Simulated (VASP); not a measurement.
WC, 2 atoms in the cell. It takes space group P-6m2 (No. 187, hexagonal). Conventional cell: a = 2.912 Å, b = 2.912 Å, c = 2.836 Å, α = 90.00°, β = 90.00°, γ = 120.00°. Within 2.9 Å of W (site symmetry -6m2) lie 6 C at 2.20 Å and 2 W at 2.84 Å. C (site symmetry -6m2) has 6 W at 2.20 Å and 2 C at 2.84 Å within 2.9 Å. 

| Quantity | Value |
| --- | --- |
| Program | VASP 6.6.1 |
| Task | single point |
| Functional | r2SCAN |
| Potentials or basis | VASP PAW PBE potentials, release 64 (W_sv, C) |
| Cutoff | 520 eV |
| k mesh | 24 × 24 × 18 |
| Occupations | gaussian, width 0.1 eV |
| Spin | no spin polarisation |
| Dipole correction | no |
| Further INCAR settings | ALGO = Normal; EDIFF = 1e-07; NBANDS = 16 |

Potentials or basis: VASP PAW PBE potentials, release 64 (W_sv, C).

The run is started by

```console
$ cat potpaw_PBE.64/W_sv/POTCAR potpaw_PBE.64/C/POTCAR > POTCAR
$ cp INCAR.step1 INCAR
$ mpirun -np 1 vasp_std > vasp.out
$ cp INCAR.step2 INCAR
$ mpirun -np 1 vasp_std > vasp.out
```

Hardware: 1 thread of Intel Xeon 6975P-C, on a shared host.

Q: How long does it take, and how much memory?

A: It took 6 min on 1 thread of Intel Xeon 6975P-C, with other jobs on the host, peak memory 0.32 GiB. Counts: k points 610.
